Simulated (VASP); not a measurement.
# WS2 (P1) in VASP: a series of runs

Runs on WS2. Level: PBEsol. Tasks: single point.

All numbers are computed with VASP 6.6.1; they aren't measurements. Logs are shortened: lines on timing, memory, paths and dates and some standing lists are left out, and cuts for length are marked.

**1. The cell of the first run**

The typed cell holds 18 atoms: a = 6.520 Å, b = 6.635 Å, c = 8.625 Å, α = 95.33°, β = 100.89°, γ = 104.22°.

**2. Single point, PBEsol (dynamics (nvt langevin) at 2600 K, volume x 1.1, from the last frame before)**

Contents of INCAR:

```
SYSTEM = WS2
PREC = Accurate
ENCUT = 520
EDIFF = 1E-6
ISMEAR = -1
SIGMA = 0.2241
LREAL = Auto
LASPH = .True.
NELM = 100
ALGO = Normal
ISIF = 2
LWAVE = .False.
LCHARG = .True.
GGA = PS
LELF = .True.
LVHAR = .True.
NBANDS = 93
```

Contents of KPOINTS:

```
Automatic mesh
0
Gamma
  2 2 2
  0.5 0.5 0.5
```

Contents of POSCAR:

```
WS2
1.0
    6.5198827959      0.0000000000      0.0000000000
   -1.6299706990      0.9410640218      6.3622830040
   -1.6299706990     -8.4695761965      0.0000000000
W S
6 12
Direct
    0.1733436244      0.0012578818      0.6558674978
    0.6520494755     -0.0020481642      0.6767505733
    0.3118791943      0.0008446653      0.3301292555
    0.0088248062     -0.0003512890     -0.0028526322
    0.8365148776      0.0045875042      0.3158231384
    0.5041604058     -0.0100025415      0.0027396847
    0.7691879683      0.2117629787      0.9126495047
    0.2904695977      0.2545150851      0.9402209514
    0.9595336260      0.2115657224      0.5779121382
    0.6012745391      0.2292345372      0.2635335374
    0.4547733322      0.2728875781      0.5840884558
    0.1247113226      0.2310588823      0.2595881010
    0.6988476259      0.7616951332      0.8582736275
    0.1847323478      0.7583513649      0.8594398370
    0.8006394279      0.7163166111      0.5700066543
    0.4999767764      0.7785636063      0.1889218730
    0.3149229395      0.7772205350      0.5350433336
    0.9942926896      0.7451014042      0.1970626493
```

Potentials or basis: VASP PAW PBE potentials, release 64 (W_sv, S).

Run with:

```
$ cat potpaw_PBE.64/W_sv/POTCAR potpaw_PBE.64/S/POTCAR > POTCAR
$ mpirun -np 1 vasp_std > vasp.out
```

OUTCAR:

```text
SYSTEM = WS2
   PREC = Accurate
   ENCUT = 520
   EDIFF = 1E-6
   ISMEAR = -1
   LREAL = Auto
   LASPH = .True.
   NELM = 100
   ISIF = 2
   GGA = PS

 ion  position               nearest neighbor table
   1  0.173  0.001  0.656-  17 2.21   9 2.26  11 2.45  14 2.49  15 2.61   8 2.71   2 3.10   3 3.11
                             4 3.32   5 3.32   6 3.36   2 3.43
   2  0.652  0.998  0.677-   7 2.25  13 2.35  17 2.35  15 2.49   9 2.50  11 2.58   1 3.10   6 3.14
                             4 3.26   3 3.37   1 3.43
   3  0.312  0.001  0.330-  12 2.24  10 2.31  18 2.34  17 2.41  16 2.51  11 2.57   5 3.08   1 3.11
                             4 3.16   6 3.30   2 3.37   5 3.44
   4  0.009  1.000  0.997-  13 2.28   8 2.33   7 2.41  12 2.49  14 2.52  18 2.52   5 3.16   3 3.16
                             6 3.24   2 3.26   6 3.28   1 3.32
   5  0.837  0.005  0.316-  12 2.26  16 2.33  10 2.40   9 2.42  18 2.45  15 3.04   3 3.08   6 3.10
                             4 3.16   1 3.32   3 3.44
   6  0.504  0.990  0.003-  16 2.23   7 2.29  14 2.31  10 2.51   8 2.53  13 2.58   5 3.10   2 3.14
                             4 3.24   4 3.28   3 3.30   1 3.36
   7  0.769  0.212  0.913-   2 2.25   6 2.29   4 2.41
   8  0.290  0.255  0.940-   4 2.33   6 2.53   1 2.71
   9  0.960  0.212  0.578-   1 2.26   5 2.42   2 2.50
  10  0.601  0.229  0.264-   3 2.31   5 2.40   6 2.51
  11  0.455  0.273  0.584-   1 2.45   3 2.57   2 2.58
  12  0.125  0.231  0.260-   3 2.24   5 2.26   4 2.49
  13  0.699  0.762  0.858-   4 2.28   2 2.35   6 2.58  15 2.70
  14  0.185  0.758  0.859-   6 2.31   1 2.49   4 2.52
  15  0.801  0.716  0.570-   2 2.49   1 2.61  13 2.70   5 3.04
  16  0.500  0.779  0.189-   6 2.23   5 2.33   3 2.51
  17  0.315  0.777  0.535-   1 2.21   2 2.35   3 2.41
  18  0.994  0.745  0.197-   3 2.34   5 2.45   4 2.52

  LATTYP: Found a triclinic cell.
 ALAT       =     6.6348361695
 B/A-ratio  =     2.4844938371
 C/A-ratio  =     2.9712360415
 COS(alpha) =     0.0186134896
 COS(beta)  =     0.5106210403
 COS(gamma) =     0.8535767160

  Lattice vectors:

 A1 = (   1.6299706990,  -0.9410640218,  -6.3622830040)
 A2 = (   1.6299706990, -10.3517042401, -12.7245660080)
 A3 = (   0.0000000001,  15.0570243494, -12.7245660080)

Analysis of symmetry for initial positions (statically):
=====================================================================
 Subroutine PRICEL returns:
 Original cell was already a primitive cell.

 Routine SETGRP: Setting up the symmetry group for a
 triclinic supercell.
[... 133 lines left out ...]
   NSW    =      0    number of steps for IOM
   IBRION =     -1    ionic relax: 0-MD 1-quasi-New 2-CG
   NFREE  =      0    steps in history (QN), initial steepest desc. (CG)
   ISIF   =      2    stress and relaxation
   ISYM   =      2    0-nonsym 1-usesym 2-fastsym
   POTIM  = 0.5000    time-step for ionic-motion
   TEBEG  =    0.0;   TEEND  =   0.0 temperature during run
   PSTRESS=    0.0 pullay stress
   NELECT =     156.0000    total number of electrons
   NUPDOWN=      -1.0000    fix difference up-down
   EMIN   =  10.00;   EMAX   =-10.00  energy-range for DOS
   EFERMI =   0.00;   METHOD = LEGACY
   ISMEAR =    -1;   SIGMA  =   0.22  broadening in eV -4-tet -1-fermi 0-gaus
   EFERMI_NEDOS =   21; number of points for ismear=-14 and -15
   IALGO  =     38    algorithm
   IMIX   =      4    mixing-type and parameters
     AMIX     =   0.40;   BMIX     =  1.00
     AMIX_MAG =   1.60;   BMIX_MAG =  1.00
  volume/ion in A,a.u.               =      19.52       131.72
  Fermi-wavevector in a.u.,A,eV,Ry     =   1.248950  2.360172 21.223386  1.559875
  Thomas-Fermi vector in A             =   2.383013
   LORBIT       =      0    0 simple, 1 ext, 2 COOP (PROOUT), +10 PAW based schemes
   GGA     = PS    functional components
   LHFCALC =     F    Hartree Fock is set to
   AEXX    =    0.0000 exact exchange contribution
   IVDW    =     0    specifies the selected vdW correction
   LEPSILON=     F    determine dielectric tensor
   LRPA    =     F    only Hartree local field effects (RPA)
 non-spin polarized calculation
  energy-cutoff  :      520.00
  volume of cell :      351.33
 maximum number of plane-waves:      9482
   NGX = 25   NGY = 25   NGZ = 33

 number of electron     155.9999996 magnetization

 Free energy of the ion-electron system (eV)
  ---------------------------------------------------
  ext. energy  EPLUGINS =         0.00000000
  ---------------------------------------------------
  free energy    TOTEN  =      -146.48039226 eV

  energy without entropy =     -146.09046337  energy(sigma->0) =     -146.28542781

 E-fermi :   6.3780     XC(G=0): -10.5108

 val. band max:        5.9422917190   @ k =  -0.2500  -0.2500   0.2500
 cond. band min:       6.8130604512   @ k =  -0.2500   0.2500   0.2500
 fundamental gap:      0.8707687322
 Fermi energy:         6.3779891279

 k-point     1 :       0.2500    0.2500    0.2500
  band No.  band energies     occupation
      1     -68.4170      2.00000
      2     -68.4013      2.00000
      3     -68.3956      2.00000
      4     -68.3796      2.00000
      5     -68.3420      2.00000
      6     -68.3186      2.00000
[... 361 lines left out ...]
     89       8.4278      0.00021
     90       8.5912      0.00010
 [bands above 90 left out]

------------------------ aborting loop because EDIFF is reached ----------------------------------------

  FORCE on cell =-STRESS in cart. coord.  units (eV):
  Direction    XX          YY          ZZ          XY          YZ          ZX
  --------------------------------------------------------------------------------------
  -------------------------------------------------------------------------------------
  Total       -6.4431855     -8.0045849     11.5470395     -1.2296206      3.9227934      7.6097536
  in kB      -29.3830427    -36.5035367     52.6582938     -5.6074739     17.8892266     34.7029766
  external PRESSURE =      -4.4094286 kB  Pullay stress =       0.0000000 kB

 VOLUME and BASIS-vectors are now :
 -----------------------------------------------------------------------------
  energy-cutoff  :      520.00
  volume of cell :      351.33
      direct lattice vectors                 reciprocal lattice vectors
     6.519882796  0.000000000  0.000000000     0.153376990 -0.029517416  0.043660079
    -1.629970699  0.941064022  6.362283004     0.000000000  0.000000000  0.157176284
    -1.629970699 -8.469576197  0.000000000     0.000000000 -0.118069662  0.017464032

 POSITION                                       TOTAL-FORCE (eV/Angst)
 -----------------------------------------------------------------------------------
      0.05909     -5.55374      0.00800        -1.205537     -4.027713      0.339101
      1.52157     -4.79265      6.34925         1.566405      2.783956     -0.173605
      1.49394     -2.79526      0.00537         2.443571     -2.246834     -1.429484
     -3.19718     -7.50468      6.36005         0.769963     -2.018302     -0.180720
      4.93172     -2.67057      0.02919        -0.764507     -3.149389     -2.121315
      1.66893      0.90845      6.29864        -0.581473      0.954074      2.050611
[... 10 lines left out ...]
     -0.08569     -3.80018      4.94490         1.249858      1.282381     -2.229267
      4.94697     -0.96785      4.74055        -0.770969      0.910962      0.216167
 -----------------------------------------------------------------------------------
    total drift:                               -0.000077      0.001838     -0.002810

  FREE ENERGIE OF THE ION-ELECTRON SYSTEM (eV)
  ---------------------------------------------------
  free  energy   TOTEN  =      -146.4803922607 eV

  energy  without entropy=     -146.0904633691  energy(sigma->0) =     -146.28542781
```

OSZICAR:

```text
N       E                     dE             d eps       ncg     rms          rms(c)
DAV:   1     0.170157574242E+04    0.17016E+04   -0.81767E+04   808   0.166E+03
DAV:   2    -0.101382421550E+02   -0.17117E+04   -0.16663E+04   848   0.461E+02
DAV:   3    -0.149063222662E+03   -0.13892E+03   -0.13568E+03   899   0.123E+02
DAV:   4    -0.154715012610E+03   -0.56518E+01   -0.55929E+01   904   0.238E+01
DAV:   5    -0.154905994585E+03   -0.19098E+00   -0.19003E+00   944   0.444E+00    0.663E+01
DAV:   6    -0.147652518825E+03    0.72535E+01   -0.40220E+01   912   0.223E+01    0.295E+01
DAV:   7    -0.147020093009E+03    0.63243E+00   -0.12401E+01   880   0.115E+01    0.121E+01
DAV:   8    -0.146553297815E+03    0.46680E+00   -0.26744E+00   920   0.636E+00    0.412E+00
DAV:   9    -0.146486443363E+03    0.66854E-01   -0.64164E-01   960   0.302E+00    0.177E+00
DAV:  10    -0.146481715802E+03    0.47276E-02   -0.69745E-02   920   0.124E+00    0.893E-01
DAV:  11    -0.146480418986E+03    0.12968E-02   -0.20678E-02   968   0.691E-01    0.351E-01
DAV:  12    -0.146480269416E+03    0.14957E-03   -0.53366E-03   976   0.425E-01    0.178E-01
DAV:  13    -0.146480297722E+03   -0.28305E-04   -0.76903E-04   968   0.158E-01    0.869E-02
DAV:  14    -0.146480355515E+03   -0.57793E-04   -0.21268E-04   896   0.650E-02    0.417E-02
DAV:  15    -0.146480384405E+03   -0.28890E-04   -0.56901E-05   960   0.453E-02    0.169E-02
DAV:  16    -0.146480390286E+03   -0.58815E-05   -0.18433E-05   944   0.281E-02    0.751E-03
DAV:  17    -0.146480391816E+03   -0.15298E-05   -0.31313E-06   600   0.102E-02    0.496E-03
DAV:  18    -0.146480392261E+03   -0.44464E-06   -0.11934E-06   504   0.512E-03
   1 F= -.14648039E+03 E0= -.14628543E+03  d E =-.389929E+00
```

Wall time 2.2 min (1 thread of AMD EPYC 9R45 (Zen 5), shared host); peak memory 0.38 GiB.

What came out:

```yaml
Free_energy: -146.4804 eV
Pressure: -0.4 GPa
Largest_force: 4.218 eV/Å
Band_gap_on_the_k_mesh: 0.87 eV, indirect (least direct gap 0.94 eV)
```

Forces on the atoms (eV/Å):
```
W   -1.206 -4.028  0.339
W    1.566  2.784 -0.174
W    2.444 -2.247 -1.429
W    0.770 -2.018 -0.181
W   -0.765 -3.149 -2.121
W   -0.581  0.954  2.051
S    1.152 -0.933  3.079
S    1.222  1.735 -0.711
S   -2.092  0.716  1.228
S    1.377  1.581  1.416
S    0.241 -0.045 -1.811
S   -0.711  2.429  2.543
S   -2.430 -0.686 -1.679
S   -1.378  0.539  0.087
S    0.733  1.967  2.088
S   -0.820 -1.794 -2.710
S    1.250  1.282 -2.229
S   -0.771  0.911  0.216
```

Caveat: the PAW data sets were made with another functional, which shifts forces and pressure a little; spin-orbit coupling is left out, which moves the levels of the heavy elements. A k mesh can miss the band edges.

**3. Single point, PBEsol (dynamics (nvt langevin) at 2600 K, volume x 1.1, from the last frame before)**

Contents of INCAR:

```
SYSTEM = WS2
ALGO     = Normal         ! electronic algorithm
EDIFF    = 1E-7           ! SCF threshold, eV
ENCUT    = 520            ! plane-wave cutoff, eV
GGA      = PS             ! functional
ISIF     = 2              ! what is computed and relaxed
ISMEAR   = -1             ! smearing method
LASPH    = .True.         ! aspherical terms in the spheres
LCHARG   = .False.        ! write CHGCAR
LREAL    = Auto         
LWAVE    = .False.        ! write WAVECAR
NBANDS   = 93             ! bands
NELM     = 100            ! most SCF steps
PREC     = Accurate       ! precision mode
SIGMA    = 0.2241         ! smearing width, eV
```

KPOINTS is that of step 2.

Contents of POSCAR:

```
WS2
1.0
    6.5198827959      0.0000000000      0.0000000000
   -1.6299706990      0.9410640218      6.3622830040
   -1.6299706990     -8.4695761965      0.0000000000
W S
6 12
Direct
    0.1860187995      0.0044520182      0.6528878784
    0.6437084829     -0.0016552234      0.6771623746
    0.3007553050     -0.0059106142      0.3347069166
    0.0215707249      0.0040359726     -0.0011300319
    0.8306770629     -0.0014373771      0.3059791040
    0.5045349859     -0.0183544177      0.0032203876
    0.7891609792      0.2093617966      0.9328532705
    0.3039789890      0.2432677074      0.9444833250
    0.9400185451      0.2034376653      0.5737325876
    0.5960796922      0.2289181413      0.2544682965
    0.4569458130      0.2672370907      0.5811868383
    0.1164522502      0.2598582928      0.2527540033
    0.7104542493      0.7515318003      0.8638373832
    0.1789750084      0.7674017325      0.8499942611
    0.8081816591      0.7154596860      0.5881519044
    0.4905418320      0.7716025831      0.2020506564
    0.3130217351      0.7675573370      0.5100742345
    0.9953021916      0.7511072672      0.1888762777
```

Potentials or basis: VASP PAW PBE potentials, release 64 (W_sv, S).

Run with:

```
$ cat potpaw_PBE.64/W_sv/POTCAR potpaw_PBE.64/S/POTCAR > POTCAR
$ mpirun -np 1 vasp_std > vasp.out
```

It took 2.5 min on 1 thread of AMD EPYC 9R45 (Zen 5), shared host; peak memory 0.38 GiB.

Results (log left out):

```
Free energy            : -146.2190 eV
Pressure               : -1.5 GPa
Largest force          : 3.971 eV/Å
Band gap on the k mesh : 0.65 eV, indirect (least direct gap 0.77 eV)
```

Forces on the atoms (eV/Å):
```
W   -2.025 -2.726 -0.414
W    1.945  0.824 -0.548
W    2.379  1.034  3.006
W   -0.019 -2.475 -1.209
W    0.058 -3.253 -0.048
W   -0.149  0.007  1.346
S   -0.284  1.395  2.328
S    1.498  2.420  0.543
S   -0.562  0.515  0.641
S    0.763  0.653  0.239
S    0.234 -0.064 -1.034
S    0.228  0.708 -0.734
S   -2.608  0.003 -0.560
S   -0.458  0.079 -0.699
S    0.439  2.441  1.801
S   -0.644 -0.240 -2.049
S    0.383 -2.038 -2.068
S   -1.179  0.716 -0.541
```

Stress tensor (GPa, compression positive):
```
-3.86 -0.73  4.36
-0.73 -3.64  2.61
 4.36  2.61  3.03
```

Levels at points of the mesh, in eV from the valence-band top:
```tsv
k point	band 75	band 76	band 77	band 78	band 79	band 80	band 81	band 82
(0.25, 0.25, 0.25)	-0.84	-0.59	-0.46	-0.10	0.95	1.23	1.30	1.47
```

Caveat: the PAW data sets were made with another functional, which shifts forces and pressure a little; spin-orbit coupling is left out, which moves the levels of the heavy elements. A k mesh can miss the band edges.

(Continued in part 2 of 2.)
